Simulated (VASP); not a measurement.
Write the native input for VASP 6.6.1 that does the following.

* Task: relaxation of the atoms
* Functional: r2SCAN
* Potentials or basis: VASP PAW PBE potentials, release 64 (Na_pv, Cl)
* Cutoff: 520 eV
* k mesh: 10 × 10 × 10
* Occupations: fermi-dirac, width 0.02 eV
* Spin: no spin polarisation
* Dipole correction: no
* Further INCAR settings: ALGO = Normal; EDIFF = 1e-07; IBRION = 2; EDIFFG = -0.01; NSW = 50

Crystal: NaCl.

```xyz
2
Lattice="0.0000 2.8588 2.8588 2.8588 0.0000 2.8588 2.8588 2.8588 0.0000" Properties=species:S:1:pos:R:3 pbc="T T T"
Na    0.0000    0.0000    0.0000
Cl    2.8588    2.8588    2.8588
```

These files were run (other wordings do the same):

POSCAR

```
NaCl
1.0
    0.0000000000      2.8587771700      2.8587771700
    2.8587771700      0.0000000000      2.8587771700
    2.8587771700      2.8587771700      0.0000000000
Na Cl
1 1
Direct
    0.0000000000      0.0000000000      0.0000000000
    0.5000000000      0.5000000000      0.5000000000
```

INCAR.step1

```
SYSTEM = NaCl
PREC = Accurate
ENCUT = 520
ISMEAR = -1
SIGMA = 0.02
LREAL = .FALSE.
LASPH = .TRUE.
NELM = 100
GGA = PE
ALGO = Normal
EDIFF = 1E-4
LWAVE = .TRUE.
LCHARG = .FALSE.
```

INCAR.step2

```
SYSTEM = NaCl
PREC = Accurate
ENCUT = 520
EDIFF = 1E-7
ISMEAR = -1
SIGMA = 0.02
LREAL = .FALSE.
LASPH = .TRUE.
NELM = 100
ALGO = Normal
ISIF = 2
LWAVE = .FALSE.
LCHARG = .FALSE.
METAGGA = R2SCAN
LMIXTAU = .TRUE.
IBRION = 2
NSW = 50
EDIFFG = -0.01
ISTART = 1
```

KPOINTS

```
Automatic mesh
0
G
  10 10 10
  0 0 0
```

Potentials or basis: VASP PAW PBE potentials, release 64 (Na_pv, Cl).

Command:

```bash
$ cat potpaw_PBE.64/Na_pv/POTCAR potpaw_PBE.64/Cl/POTCAR > POTCAR
$ cp INCAR.step1 INCAR
$ mpirun -np 1 vasp_std > vasp.out
$ cp INCAR.step2 INCAR
$ mpirun -np 1 vasp_std > vasp.out
```

Results of the run:

```
Pressure after relaxing : -1.6 GPa
Band gap on the k mesh  : 5.76 eV
```

Caveat: the relaxation stopped at its first step, so nothing moved; the PAW data sets were made with another functional, which shifts forces and pressure a little.

Wall time 120 s on 1 thread of Intel(R) Xeon(R) Platinum 8259CL CPU @ 2.50GHz (Skylake/Cascade Lake), with other jobs on the host, peak memory 0.17 GiB.
